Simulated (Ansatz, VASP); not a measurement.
Si4Ni3Pt: VASP beside Ansatz

INCAR

```
PREC = Accurate ; ENCUT = 520
EDIFF = 1E-6 ; ISMEAR = 0
SIGMA = 0.1 ; LREAL = F
LASPH = T ; NELM = 60
ALGO = Normal ; ISIF = 2
LWAVE = F ; LCHARG = T
GGA = PE ; LELF = T
LVHAR = T ; NBANDS = 38
```

KPOINTS

```
regular mesh
0
Gamma
  8 8 8
```

File POSCAR:

```
Si4Ni3Pt
1.0
    4.5758928846      0.0000000000      0.0000000000
    0.0000000000      4.5758928846      0.0000000000
    0.0000000000      0.0000000000      4.8188758894
Si Ni Pt
4 3 1
Direct
    0.0000000000      0.5000000000      0.8486540942
    0.5000000000      0.0000000000      0.8486540942
    0.0000000000      0.0000000000      0.1539340094
    0.5000000000      0.5000000000      0.1655734129
    0.0000000000      0.5000000000      0.3321329866
    0.5000000000      0.0000000000      0.3321329866
    0.0000000000      0.0000000000      0.6597553729
    0.5000000000      0.5000000000      0.6591630432
```

Input for Ansatz:

```yaml
crystal:
  lattice:
    - [4.5758928846, 0.0, 0.0]
    - [0.0, 4.5758928846, 0.0]
    - [0.0, 0.0, 4.8188758894]
  atoms:
    - { symbol: Si, position: [0.0, 0.5, 0.8486540942] }
    - { symbol: Si, position: [0.5, 0.0, 0.8486540942] }
    - { symbol: Si, position: [0.0, 0.0, 0.1539340094] }
    - { symbol: Si, position: [0.5, 0.5, 0.1655734129] }
    - { symbol: Ni, position: [0.0, 0.5, 0.3321329866] }
    - { symbol: Ni, position: [0.5, 0.0, 0.3321329866] }
    - { symbol: Ni, position: [0.0, 0.0, 0.6597553729] }
    - { symbol: Pt, position: [0.5, 0.5, 0.6591630432] }
basis:
  ecutwfc: 420
kpoints:
  mp_grid: { grid: [8, 8, 8] }
  band_path:
    path:
      - [[0.0, 0.0, 0.0], [0.0, 0.5, 0.0], [0.5, 0.5, 0.0], [0.0, 0.0, 0.0], [0.0, 0.0, 0.5], [0.0, 0.5, 0.5], [0.5, 0.5, 0.5], [0.0, 0.0, 0.5]]
      - [[0.0, 0.5, 0.0], [0.0, 0.5, 0.5]]
      - [[0.5, 0.5, 0.0], [0.5, 0.5, 0.5]]
    npoints: 14
hamiltonian:
  xc: pbe
scf:
  occupations: { method: gaussian, width: 0.1 }
  n_extra_bands: 20
output:
  forces: true
  stress: true
  eigenvalues: true
  populations: true
  dos: { projected: true, de: 0.02, nscf_kmesh: { grid: [10, 10, 10] } }
  bader: true
  write_density: true
  write_potential: true
  elf: true
  volumetric_format: npy
```

Alike in both runs: task single point; functional PBE; k mesh 8 × 8 × 8; occupations gaussian, width 0.1 eV; no spin polarisation.

|  | VASP | Ansatz |
| --- | --- | --- |
| version | VASP 6.6.1 | Ansatz 0.2.0 |
| potentials or method | VASP PAW PBE potentials, release 64 (Si, Ni, Pt), cutoff 520 eV | scalar-relativistic, plane waves, PAW |
| valence electrons in the cell | 56 | 88 |

```tsv
	VASP	Ansatz	Ansatz less VASP
gap on the k mesh at the Fermi level (eV)	none	none	-
pressure (GPa)	0.0	0.0	-0.04
traceless stress, the component that is largest in VASP (GPa)	0.11	-0.04	-0.147
rms of the force components (eV/Å)	0.005	0.002	-0.0032
```

Atom by atom the forces differ by 0.004 eV/Å (rms over components). A gap of «none» marks a metal or a gap that the smearing closes. The functional is the same, so the differences come from potentials, cutoffs and numerics. VASP's potentials hold 56 valence electrons a cell and Ansatz's 88, so a difference there can come from the potentials and not from the codes.

Spin-orbit coupling is off throughout.
